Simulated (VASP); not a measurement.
# Zr5C2 (P6/mmm) in VASP: further runs

The runs below take Zr5C2 through single point, relaxation of cell and atoms, with PBE.

Everything below comes from runs of VASP 6.6.1. Logs are shortened: lines on timing, memory, paths and dates and some standing lists are left out, and cuts for length are marked.

### 1 The cell of the first run

The structure is hexagonal, space group P6/mmm (No. 191). Conventional cell: a = 5.199 Å, b = 5.199 Å, c = 5.572 Å, α = 90.00°, β = 90.00°, γ = 120.00°. Within 3.4 Å of Zr (site symmetry mmm) lie 8 Zr at 2.60 to 3.16 Å and 4 C at 3.05 Å. Zr (site symmetry -6m2) has 9 Zr at 3.00 to 3.16 Å and 6 C at 3.23 Å within 4.0 Å. C (site symmetry 6mm) has 2 C at 2.40 to 3.18 Å and 12 Zr at 3.05 to 3.23 Å within 3.3 Å.

The cell was generated, and may not be a known phase.

### 2 Single point, PBE

Contents of INCAR:

```
PREC     = Accurate       # precision mode
ENCUT    = 520            # plane-wave cutoff, eV
EDIFF    = 1E-6           # SCF threshold, eV
ISMEAR   = 0              # smearing method
SIGMA    = 0.1            # smearing width, eV
LREAL    = False          # projectors in reciprocal space
LASPH    = True           # aspherical terms in the spheres
NELM     = 60             # most SCF steps
ALGO     = Normal         # electronic algorithm
ISIF     = 2              # what is computed and relaxed
LWAVE    = False          # write WAVECAR
LCHARG   = False          # write CHGCAR
GGA      = PE             # functional
NBANDS   = 43             # bands
```

Contents of KPOINTS:

```
Automatic mesh
0
Gamma
  6 6 4
```

Contents of POSCAR:

```
Zr5C2
1.0
    5.1994897500      0.0000000000      0.0000000000
   -2.5997448800      4.5028902100      0.0000000000
    0.0000000000      0.0000000000      5.5723800100
Zr C
5 2
Direct
    0.5000000000      0.0000000000      0.0000000000
    0.0000000000      0.5000000000      0.0000000000
    0.5000000000      0.5000000000      0.0000000000
    0.3333333300      0.6666666700      0.5000000000
    0.6666666700      0.3333333300      0.5000000000
    0.0000000000      0.0000000000      0.7150591700
    0.0000000000      0.0000000000      0.2849408300
```

Potentials or basis: VASP PAW PBE potentials, release 64 (Zr_sv, C).

Launch:

```bash
cat potpaw_PBE.64/Zr_sv/POTCAR potpaw_PBE.64/C/POTCAR > POTCAR
mpirun -np 1 vasp_std > vasp.out
```

OUTCAR:

```text
PREC = Accurate
   ENCUT = 520
   EDIFF = 1E-6
   ISMEAR = 0
   LREAL = False
   LASPH = True
   NELM = 60
   ISIF = 2
   GGA = PE

 ion  position               nearest neighbor table
   1  0.500  0.000  0.000-   2 2.60   2 2.60   3 2.60   3 2.60   4 3.16   5 3.16   4 3.16   5 3.16

   2  0.000  0.500  0.000-   1 2.60   1 2.60   3 2.60   3 2.60   4 3.16   5 3.16   4 3.16   5 3.16

   3  0.500  0.500  0.000-   2 2.60   2 2.60   1 2.60   1 2.60   4 3.16   5 3.16   4 3.16   5 3.16

   4  0.333  0.667  0.500-   5 3.00   5 3.00   5 3.00   2 3.16   2 3.16   1 3.16   1 3.16   3 3.16
                             3 3.16
   5  0.667  0.333  0.500-   4 3.00   4 3.00   4 3.00   2 3.16   2 3.16   1 3.16   1 3.16   3 3.16
                             3 3.16
   6  0.000  0.000  0.715-
   7  0.000  0.000  0.285-

  LATTYP: Found a hexagonal cell.
 ALAT       =     5.1994897500
 C/A-ratio  =     1.0717167026

  Lattice vectors:

 A1 = (   5.1994897500,   0.0000000000,   0.0000000000)
 A2 = (  -2.5997448800,   4.5028902100,   0.0000000000)
 A3 = (   0.0000000000,   0.0000000000,   5.5723800100)

Analysis of symmetry for initial positions (statically):
=====================================================================
 Subroutine PRICEL returns:
 Original cell was already a primitive cell.

 Routine SETGRP: Setting up the symmetry group for a
 hexagonal supercell.

 Subroutine GETGRP returns: Found 24 space group operations
 (whereof 24 operations were pure point group operations)
 out of a pool of 24 trial point group operations.

The static configuration has the point symmetry D_6h.

Analysis of symmetry for dynamics (positions and initial velocities):
=====================================================================
 Subroutine PRICEL returns:
 Original cell was already a primitive cell.

 Routine SETGRP: Setting up the symmetry group for a
 hexagonal supercell.

 Subroutine GETGRP returns: Found 24 space group operations
 (whereof 24 operations were pure point group operations)
 out of a pool of 24 trial point group operations.

The dynamic configuration has the point symmetry D_6h.

 Subroutine INISYM returns: Found 24 space group operations
 (whereof 24 operations are pure point group operations),
 and found     1 'primitive' translations

----------------------------------------------------------------------------------------

                                     Primitive cell

  volume of cell :     130.4646

  direct lattice vectors                    reciprocal lattice vectors
     5.199489750  0.000000000  0.000000000     0.192326564  0.111039794  0.000000000
    -2.599744880  4.502890210  0.000000000     0.000000000  0.222079587  0.000000000
     0.000000000  0.000000000  5.572380010     0.000000000  0.000000000  0.179456534

  length of vectors
     5.199489750  5.199489752  5.572380010     0.222079588  0.222079587  0.179456534

  position of ions in fractional coordinates (direct lattice)
     0.500000000  0.000000000  0.000000000
     0.000000000  0.500000000  0.000000000
     0.500000000  0.500000000  0.000000000
     0.333333330  0.666666670  0.500000000
     0.666666670  0.333333330  0.500000000
     0.000000000  0.000000000  0.715059170
     0.000000000  0.000000000  0.284940830

  ion indices of the primitive-cell ions
   primitive index   ion index
                 1           1
                 2           2
                 3           3
                 4           4
                 5           5
                 6           6
                 7           7

----------------------------------------------------------------------------------------

 KPOINTS: Automatic mesh

Automatic generation of k-mesh.
 Grid dimensions read from file:
 generate k-points for:    6    6    4

 Generating k-lattice:

  Cartesian coordinates                     Fractional coordinates (reciprocal lattice)
     0.032054427  0.018506632  0.000000000     0.166666667  0.000000000  0.000000000
     0.000000000  0.037013265  0.000000000     0.000000000  0.166666667  0.000000000
     0.000000000  0.000000000  0.044864133     0.000000000  0.000000000  0.250000000

  Length of vectors
     0.037013265  0.037013265  0.044864133

  Shift w.r.t. Gamma in fractional coordinates (k-lattice)
     0.000000000  0.000000000  0.000000000

 Subroutine IBZKPT returns following result:
 ===========================================

 Found     21 irreducible k-points:

 Following reciprocal coordinates:
            Coordinates               Weight
  0.000000  0.000000  0.000000      1.000000
  0.166667  0.000000  0.000000      6.000000
  0.333333  0.000000  0.000000      6.000000
  0.500000  0.000000  0.000000      3.000000
  0.166667  0.166667  0.000000      6.000000
  0.333333  0.166667  0.000000     12.000000
[... 13 lines left out ...]
  0.333333  0.166667  0.500000     12.000000
  0.333333  0.333333  0.500000      2.000000
   k-points           NKPTS =     21   k-points in BZ     NKDIM =     21   number of bands    NBANDS=     43
   number of dos      NEDOS =    301   number of ions     NIONS =      7
   total plane-waves  NPLWV =  67200
   dimension x,y,z NGX =    40 NGY =   40 NGZ =   42
   dimension x,y,z NGXF=    80 NGYF=   80 NGZF=   84
   ions per type =               5   2
   NGX,Y,Z   is equivalent  to a cutoff of  12.79, 12.79, 12.53 a.u.
   NGXF,Y,Z  is equivalent  to a cutoff of  25.58, 25.58, 25.06 a.u.
 SYSTEM =  unknown system
   PREC   = accura    normal or accurate (medium, high low for compatibility)
   ISTART =      0    job   : 0-new  1-cont  2-samecut
   ICHARG =      2    charge: 1-file 2-atom 10-const
   ISPIN  =      1    spin polarized calculation?
   LNONCOLLINEAR =      F non collinear calculations
   LSORBIT =      F    spin-orbit coupling
   LASPH  =      T    aspherical Exc in radial PAW
   ENCUT  =  520.0 eV  38.22 Ry    6.18 a.u.   9.67  9.67 10.36*2*pi/ulx,y,z
   NELM   =     60;   NELMIN=  2; NELMDL= -5     # of ELM steps
   EDIFF  = 0.1E-05   stopping-criterion for ELM
   LREAL  =      F    real-space projection
   EDIFFG = 0.1E-04   stopping-criterion for IOM
   NSW    =      0    number of steps for IOM
   IBRION =     -1    ionic relax: 0-MD 1-quasi-New 2-CG
   NFREE  =      0    steps in history (QN), initial steepest desc. (CG)
   ISIF   =      2    stress and relaxation
   ISYM   =      2    0-nonsym 1-usesym 2-fastsym
   POTIM  = 0.5000    time-step for ionic-motion
   TEBEG  =    0.0;   TEEND  =   0.0 temperature during run
   PSTRESS=    0.0 pullay stress
   NELECT =      68.0000    total number of electrons
   NUPDOWN=      -1.0000    fix difference up-down
   EMIN   =  10.00;   EMAX   =-10.00  energy-range for DOS
   EFERMI =   0.00;   METHOD = LEGACY
   ISMEAR =     0;   SIGMA  =   0.10  broadening in eV -4-tet -1-fermi 0-gaus
   EFERMI_NEDOS =   21; number of points for ismear=-14 and -15
   IALGO  =     38    algorithm
   IMIX   =      4    mixing-type and parameters
     AMIX     =   0.40;   BMIX     =  1.00
     AMIX_MAG =   1.60;   BMIX_MAG =  1.00
  volume/ion in A,a.u.               =      18.64       125.77
  Fermi-wavevector in a.u.,A,eV,Ry     =   1.317489  2.489692 23.616669  1.735776
  Thomas-Fermi vector in A             =   2.447526
   LORBIT       =      0    0 simple, 1 ext, 2 COOP (PROOUT), +10 PAW based schemes
   GGA     = PE    functional components
   LHFCALC =     F    Hartree Fock is set to
   AEXX    =    0.0000 exact exchange contribution
   IVDW    =     0    specifies the selected vdW correction
   LEPSILON=     F    determine dielectric tensor
   LRPA    =     F    only Hartree local field effects (RPA)
 non-spin polarized calculation
 Gauss-broadening in eV      SIGMA  =   0.10
  energy-cutoff  :      520.00
  volume of cell :      130.46
 maximum number of plane-waves:      3552
 NGX is ok and might be reduce to    40
   NGX = 19   NGY = 19   NGZ = 21

 number of electron      68.0000000 magnetization

 Free energy of the ion-electron system (eV)
  ---------------------------------------------------
  ext. energy  EPLUGINS =         0.00000000
  ---------------------------------------------------
  free energy    TOTEN  =       -49.84271804 eV

  energy without entropy =      -49.79968643  energy(sigma->0) =      -49.82120224

 E-fermi :   8.4322     XC(G=0): -11.1712

 val. band max:        8.4222645562   @ k =   0.3333   0.1667   0.0000
 cond. band min:       8.4737330048   @ k =   0.3333   0.1667   0.2500
 fundamental gap:      0.0514684486
 Fermi energy:         8.4321772662

 k-point     1 :       0.0000    0.0000    0.0000
  band No.  band energies     occupation
      1     -40.3734      2.00000
      2     -40.2076      2.00000
      3     -40.1019      2.00000
      4     -39.4472      2.00000
      5     -39.4472      2.00000
      6     -20.0809      2.00000
[... 35 lines left out ...]
     42      11.3641      0.00000
     43      11.4602      0.00000

 k-point     2 :       0.1667    0.0000    0.0000
  band No.  band energies     occupation
      1     -40.3622      2.00000
      2     -40.2168      2.00000
      3     -40.0673      2.00000
      4     -39.4895      2.00000
      5     -39.4476      2.00000
      6     -19.9194      2.00000
[... 35 lines left out ...]
     42      11.2320      0.00000
     43      11.2663      0.00000

 k-point     3 :       0.3333    0.0000    0.0000
  band No.  band energies     occupation
      1     -40.3351      2.00000
      2     -40.2408      2.00000
      3     -39.9750      2.00000
      4     -39.5969      2.00000
      5     -39.4485      2.00000
      6     -19.5494      2.00000
[... 781 lines left out ...]
      6     -19.3138      2.00000
[... 35 lines left out ...]
     42      11.0316      0.00000
     43      11.6153      0.00000

 k-point    21 :       0.3333    0.3333    0.5000
  band No.  band energies     occupation
      1     -40.2823      2.00000
      2     -40.2823      2.00000
      3     -39.7962      2.00000
      4     -39.7962      2.00000
      5     -39.4499      2.00000
      6     -18.8719      2.00000
[... 35 lines left out ...]
     42      11.1894      0.00000
     43      11.4566      0.00000

------------------------ aborting loop because EDIFF is reached ----------------------------------------

  FORCE on cell =-STRESS in cart. coord.  units (eV):
  Direction    XX          YY          ZZ          XY          YZ          ZX
  --------------------------------------------------------------------------------------
  -------------------------------------------------------------------------------------
  Total        1.8869909      1.8869909     -6.2269130     -0.0000000     -0.0000000      0.0000000
  in kB       23.1732837     23.1732837    -76.4699086     -0.0000000     -0.0000000      0.0000000
  external PRESSURE =     -10.0411137 kB  Pullay stress =       0.0000000 kB

 VOLUME and BASIS-vectors are now :
 -----------------------------------------------------------------------------
  energy-cutoff  :      520.00
  volume of cell :      130.46
      direct lattice vectors                 reciprocal lattice vectors
     5.199489750  0.000000000  0.000000000     0.192326564  0.111039794  0.000000000
    -2.599744880  4.502890210  0.000000000     0.000000000  0.222079587  0.000000000
     0.000000000  0.000000000  5.572380010     0.000000000  0.000000000  0.179456534

 POSITION                                       TOTAL-FORCE (eV/Angst)
 -----------------------------------------------------------------------------------
      2.59974      0.00000      0.00000        -0.000000     -0.000000      0.000000
     -1.29987      2.25145      0.00000        -0.000000     -0.000000      0.000000
      1.29987      2.25145      0.00000        -0.000000     -0.000000      0.000000
     -0.00000      3.00193      2.78619         0.000000     -0.000000      0.000000
      2.59974      1.50096      2.78619        -0.000000     -0.000000      0.000000
      0.00000      0.00000      3.98458        -0.000000      0.000000     -0.298022
      0.00000      0.00000      1.58780        -0.000000     -0.000000      0.298022
 -----------------------------------------------------------------------------------
    total drift:                                0.000000     -0.000000     -0.000000

  FREE ENERGIE OF THE ION-ELECTRON SYSTEM (eV)
  ---------------------------------------------------
  free  energy   TOTEN  =       -49.8427180442 eV

  energy  without entropy=      -49.7996864307  energy(sigma->0) =      -49.82120224
```

Run time: 1.9 min. Hardware: 1 thread of Intel Xeon Platinum 8488C (Sapphire Rapids), shared host; peak memory 0.28 GiB.

What came out:

| Item | Value |
| --- | --- |
| Free energy | -49.8427 eV |
| Pressure | -1.0 GPa |
| Largest force | 0.298 eV/Å |
| Band gap on the k mesh | zero (bands 34 and 35 overlap by 0.96 eV) |

Forces on the atoms (eV/Å):
```
Zr   0.000  0.000  0.000
Zr   0.000  0.000  0.000
Zr   0.000  0.000  0.000
Zr   0.000  0.000  0.000
Zr   0.000  0.000  0.000
C    0.000  0.000 -0.298
C    0.000  0.000  0.298
```

Levels at points of the mesh, in eV from the Fermi level:
```
           k point  band 30  band 31  band 32  band 33  band 34  band 35  band 36  band 37  band 38  band 39
(0.00, 0.00, 0.00)    -2.16    -1.54    -1.54    -0.04    -0.04    -0.01    -0.01     0.32     0.97     2.61
(0.50, 0.00, 0.00)    -1.31    -1.19    -0.43    -0.13     0.08     0.52     0.58     1.00     1.30     1.58
(0.00, 0.00, 0.50)    -1.40    -1.08    -1.08    -0.88    -0.88    -0.70    -0.06     0.78     0.83     0.83
(0.50, 0.00, 0.50)    -1.18    -0.93    -0.59    -0.57     0.22     0.31     0.32     0.99     1.40     1.40
```

Caveat: the stress differs along the axes, from -8 to 2 GPa.

### 3 Single point, PBE

This run uses another cell than the first one, of 20.02 Å³/atom.

Contents of INCAR:

```
ALGO = Normal
EDIFF = 1E-6
ENCUT = 520
GGA = PE
ISIF = 2
ISMEAR = 0
LASPH = T
LCHARG = F
LREAL = F
LWAVE = F
NBANDS = 43
NELM = 60
PREC = Accurate
SIGMA = 0.1
```

Contents of KPOINTS:

```
k-points
0
Gamma
  6 6 4
```

Contents of POSCAR:

```
Zr5C2
1.0
    5.6116963237      0.0000000031      0.0000000000
   -2.8058481645      4.8598715731      0.0000000000
    0.0000000000      0.0000000000      5.1383450434
Zr C
5 2
Direct
    0.5000000000      0.0000000000      0.0000000000
    0.0000000000      0.5000000000      0.0000000000
    0.5000000000      0.5000000000      0.0000000000
    0.3333333333      0.6666666667      0.5000000000
    0.6666666667      0.3333333333      0.5000000000
    0.0000000000      0.0000000000      0.6313818936
    0.0000000000      0.0000000000      0.3686181064
```

Potentials or basis: VASP PAW PBE potentials, release 64 (Zr_sv, C).

Launch:

```bash
cat potpaw_PBE.64/Zr_sv/POTCAR potpaw_PBE.64/C/POTCAR > POTCAR
mpirun -np 1 vasp_std > vasp.out
```

It took 2 min on 1 thread of Intel Xeon Platinum 8488C (Sapphire Rapids), shared host; peak memory 0.3 GiB.

It converged, with:

| Item | Value |
| --- | --- |
| Free energy | -52.1326 eV |
| Pressure | 0.2 GPa |
| Largest force | 0.048 eV/Å |
| Band gap on the k mesh | zero (bands 34 and 35 overlap by 0.66 eV) |

Forces in eV/Å, atoms in the order of the input:
```
Zr   0.000  0.000  0.000
Zr   0.000  0.000  0.000
Zr   0.000  0.000  0.000
Zr   0.000  0.000  0.000
Zr   0.000  0.000  0.000
C    0.000  0.000  0.048
C    0.000  0.000 -0.048
```

Stress tensor (GPa, compression positive):
```
0.26 0.00 0.00
0.00 0.26 0.00
0.00 0.00 0.03
```

Levels at points of the mesh, in eV from the Fermi level:
| k point | band 31 | band 32 | band 33 | band 34 | band 35 | band 36 | band 37 | band 38 |
| --- | --- | --- | --- | --- | --- | --- | --- | --- |
| (0.00, 0.00, 0.00) | -1.33 | -1.33 | -0.62 | -0.62 | 0.29 | 0.29 | 0.55 | 1.10 |
| (0.50, 0.00, 0.00) | -0.78 | -0.60 | 0.04 | 0.06 | 0.17 | 0.20 | 0.68 | 0.96 |
| (0.00, 0.00, 0.50) | -0.53 | -0.53 | -0.09 | 0.44 | 0.44 | 0.44 | 0.55 | 0.66 |
| (0.50, 0.00, 0.50) | -0.94 | -0.57 | -0.10 | 0.17 | 0.54 | 0.60 | 0.75 | 0.83 |

### 4 Relaxation of cell and atoms, PBE

Contents of INCAR:

```
SYSTEM = Zr5C2
PREC = Accurate
ENCUT = 600
EDIFF = 1E-7
ISMEAR = 0
SIGMA = 0.1
LREAL = .FALSE.
LASPH = .TRUE.
NELM = 80
ALGO = Normal
ISIF = 3
LWAVE = .FALSE.
LCHARG = .FALSE.
GGA = PE
IBRION = 2
NSW = 90
EDIFFG = -0.04
```

Contents of KPOINTS:

```
regular mesh
0
G
  6 6 4
  0 0 0
```

Contents of POSCAR:

```
Zr5C2
1.0
    5.1994897500      0.0000000000      0.0000000000
   -2.5997448800      4.5028902100      0.0000000000
    0.0000000000      0.0000000000      5.5723800100
Zr C
5 2
Direct
    0.5000000000      0.0000000000      0.0000000000
    0.0000000000      0.5000000000      0.0000000000
    0.5000000000      0.5000000000      0.0000000000
    0.3333333300      0.6666666700      0.5000000000
    0.6666666700      0.3333333300      0.5000000000
    0.0000000000      0.0000000000      0.7150591700
    0.0000000000      0.0000000000      0.2849408300
```

Launch:

```bash
cat potpaw_PBE.64/Zr_sv/POTCAR potpaw_PBE.64/C/POTCAR > POTCAR
mpirun -np 1 vasp_std > vasp.out
```

Run time: 42 min. Hardware: 1 thread of Intel Xeon Platinum 8488C (Sapphire Rapids), shared host; peak memory 0.34 GiB.

Results (log left out):

| Quantity | Value |
| --- | --- |
| Free energy | -52.1295 eV |
| Relaxed volume | 20.09 Å³/atom |
| Relaxed cell | a = 5.632 Å, b = 5.632 Å, c = 5.120 Å, α = 90.00°, β = 90.00°, γ = 120.00° |
| Space group after relaxing (to 0.1 Å) | P6/mmm (No. 191) |
| Pressure after relaxing | 0.0 GPa |
| Largest force after relaxing | 0.024 eV/Å |
| Band gap on the k mesh | zero (bands 34 and 35 overlap by 0.68 eV) |

Forces on the atoms (eV/Å):
```
Zr   0.000  0.000  0.000
Zr   0.000  0.000  0.000
Zr   0.000  0.000  0.000
Zr   0.000  0.000  0.000
Zr   0.000  0.000  0.000
C    0.000  0.000  0.024
C    0.000  0.000 -0.024
```

Final structure:
```
Zr C
1.0
     5.63226    0.00000    0.00000
    -2.81613    4.87768    0.00000
     0.00000    0.00000    5.11979
Zr C
5 2
Direct
  0.50000 0.00000 0.00000
  0.00000 0.50000 0.00000
  0.50000 0.50000 0.00000
  0.33333 0.66667 0.50000
  0.66667 0.33333 0.50000
  0.00000 0.00000 0.63174
  0.00000 0.00000 0.36826
```

Levels at points of the mesh, in eV from the Fermi level:
| k point | band 30 | band 31 | band 32 | band 33 | band 34 | band 35 | band 36 | band 37 | band 38 | band 39 |
| --- | --- | --- | --- | --- | --- | --- | --- | --- | --- | --- |
| (0.00, 0.00, 0.00) | -1.59 | -1.33 | -1.33 | -0.65 | -0.65 | 0.30 | 0.30 | 0.52 | 1.12 | 1.44 |
| (0.50, 0.00, 0.00) | -1.12 | -0.80 | -0.63 | 0.02 | 0.04 | 0.13 | 0.21 | 0.71 | 0.93 | 1.20 |
| (0.00, 0.00, 0.50) | -0.60 | -0.51 | -0.51 | -0.04 | 0.44 | 0.44 | 0.46 | 0.57 | 0.66 | 0.66 |
| (0.50, 0.00, 0.50) | -1.03 | -0.93 | -0.57 | -0.08 | 0.16 | 0.50 | 0.57 | 0.72 | 0.81 | 0.90 |

(Part 1 of 2 ends here.)

The gap in the log of VASP goes by the Fermi energy; the results here count the filled bands.